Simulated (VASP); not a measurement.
# Ni: relaxation of cell and atoms with r2SCAN+D4

The system is Ni.

```
Ni
1.0
     2.39667    0.00000    0.00000
    -0.79889    2.25960    0.00000
    -0.79889   -1.12980    1.95687
Ni
1
Direct
  0.00000 0.00000 0.00000
```

This isn't the form of Ni at room conditions, which is fcc.

* Program: VASP 6.6.1
* Task: relaxation of cell and atoms
* Functional: r2SCAN
* Dispersion: D4
* Potentials or basis: VASP PAW PBE potentials, release 64 (Ni)
* Cutoff: 600 eV
* k mesh: 17 × 17 × 17
* Occupations: fermi-dirac, width 0.05 eV
* Spin: collinear spin, ferromagnetic start
* Starting moments: [1.5] μB
* Dipole correction: no
* Further INCAR settings: ALGO = Normal; EDIFF = 1e-06; IBRION = 2; EDIFFG = -0.01; NSW = 80; ISIF = 3

```yaml
Relaxed_volume: 10.50 Å³/atom
Relaxed_cell: a = 2.389 Å, b = 2.389 Å, c = 2.389 Å, α = 109.47°, β = 109.47°, γ = 109.47°
Space_group_after_relaxing_to_0.1_Å: Im-3m (No. 229)
Energy_gained_by_relaxing: 0.6 meV/atom
Ionic_steps: 3
Pressure_after_relaxing: -0.1 GPa
Net_moment: 0.64 μB per cell
Site_moments: Ni +0.66 μB
Valence_electrons_inside_the_program's_atomic_spheres: Ni 9.42
Dispersion_energy_per_atom: -0.161 eV
```

The path:
```
step  energy change (eV)  largest force (eV/Å)  pressure (GPa)  volume (Å³)
   1              0.0000                0.0000           -2.02        10.60
   2              0.0001                0.0000            2.22        10.39
   3             -0.0006                0.0000           -0.09        10.50
```

Final structure:
```
Ni
1.0
     2.38936    0.00000    0.00000
    -0.79645    2.25271    0.00000
    -0.79645   -1.12635    1.95090
Ni
1
Cartesian
  0.0000 0.0000 0.0000
```

Levels at points of the mesh, in eV from the Fermi level:
Spin up:
```
           k point  band 2  band 3  band 4  band 5  band 6  band 7  band 8  band 9
(0.00, 0.00, 0.00)   -2.73   -2.73   -2.73   -1.16   -1.16   27.87   27.87   27.87
```
Spin down:
```tsv
k point	band 3	band 4	band 5	band 6	band 7	band 8
(0.00, 0.00, 0.00)	-1.58	-1.58	-0.51	-0.51	27.84	27.84
```

Wall time 5.7 min on 1 thread of Intel Xeon 8259CL, with other jobs on the host, peak memory 0.17 GiB.

Caveat: the PAW data sets were made with another functional, which shifts forces and pressure a little.
